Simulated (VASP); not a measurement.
Write the native input for VASP 6.6.1 that does the following.

| Item | Value |
| --- | --- |
| Task | single point |
| Functional | LDA |
| Potentials or basis | VASP PAW LDA potentials, release 64 (Si) |
| Cutoff | 520 eV |
| k mesh | 11 × 11 × 11 |
| Occupations | fermi-dirac, width 0.08 eV |
| Spin | no spin polarisation |
| Dipole correction | no |
| Further INCAR settings | ALGO = Normal; EDIFF = 1e-06; NBANDS = 11 |

The structure of Si lies in POSCAR:

```
Si
1.0
    0.0000000000      2.7154700000      2.7154700000
    2.7154700000      0.0000000000      2.7154700000
    2.7154700000      2.7154700000      0.0000000000
Si
2
Direct
    0.5000000000      0.5000000000      0.5000000000
    0.7500000000      0.7500000000      0.7500000000
```

The input as run:

INCAR

```
SYSTEM = Si
  PREC = Accurate
  ENCUT = 520
  EDIFF = 1E-6
  ISMEAR = -1
  SIGMA = 0.08
  LREAL = .FALSE.
  LASPH = .TRUE.
  NELM = 60
  ALGO = Normal
  ISIF = 2
  LWAVE = .FALSE.
  LCHARG = .FALSE.
  GGA = CA
  NBANDS = 11
```

KPOINTS

```
regular mesh
0
G
  11 11 11
  0 0 0
```

Potentials or basis: VASP PAW LDA potentials, release 64 (Si).

Command:

```console
$ cat potpaw_LDA.64/Si/POTCAR > POTCAR
$ mpirun -np 1 vasp_std > vasp.out
```

Results of the run:

The pressure is -1.5 GPa and the band gap on the k mesh is 0.49 eV, indirect (least direct gap 2.52 eV).

Run time: 11 s on 1 thread of Intel(R) Xeon(R) Platinum 8559C (Emerald Rapids), on a shared host, peak memory 0.15 GiB.
